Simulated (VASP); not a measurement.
Crystal: Te3As4.

```
CELL_PARAMETERS angstrom
-3.73210 3.73210 3.73210
3.73210 -3.73210 3.73210
3.73210 3.73210 -3.73210
ATOMIC_POSITIONS crystal
Te 0.00000 0.50000 0.50000
Te 0.50000 0.00000 0.50000
Te 0.50000 0.50000 0.00000
As 0.50000 0.50000 0.50000
As 0.00000 0.00000 0.50000
As 0.00000 0.50000 0.00000
As 0.50000 0.00000 0.00000
```

- Program: VASP 6.6.1
- Task: relaxation of cell and atoms
- Functional: PBE
- Potentials or basis: VASP PAW PBE potentials, release 64 (Te, As)
- Cutoff: 600 eV
- k mesh: 4 × 4 × 4
- Occupations: gaussian, width 0.1 eV
- Spin: no spin polarisation

At the start: pressure -6.5 GPa; volume 29.70 Å³/atom.

**Question.** Where does the relaxation end?

**Answer.** Over 3 steps the energy falls by 100.2 meV/atom and the volume is 25.43 Å³/atom (-14.4 %); space group Im-3m (No. 229, to 0.05 Å).

The path:
```tsv
step	energy change (eV)	largest force (eV/Å)	pressure (GPa)	volume (Å³)
1	0.0000	0.0000	-6.55	207.93
2	-0.6786	0.0000	1.64	173.50
3	-0.7014	0.0000	0.02	178.01
```

Final structure:
```yaml
crystal:
  lattice:
    - [-3.54372, 3.54372, 3.54372]
    - [3.54372, -3.54372, 3.54372]
    - [3.54372, 3.54372, -3.54372]
  atoms:
    - { symbol: Te, position: [0.00000, 0.50000, 0.50000] }
    - { symbol: Te, position: [0.50000, 0.00000, 0.50000] }
    - { symbol: Te, position: [0.50000, 0.50000, 0.00000] }
    - { symbol: As, position: [0.50000, 0.50000, 0.50000] }
    - { symbol: As, position: [0.00000, 0.00000, 0.50000] }
    - { symbol: As, position: [0.00000, 0.50000, 0.00000] }
    - { symbol: As, position: [0.50000, 0.00000, 0.00000] }
```
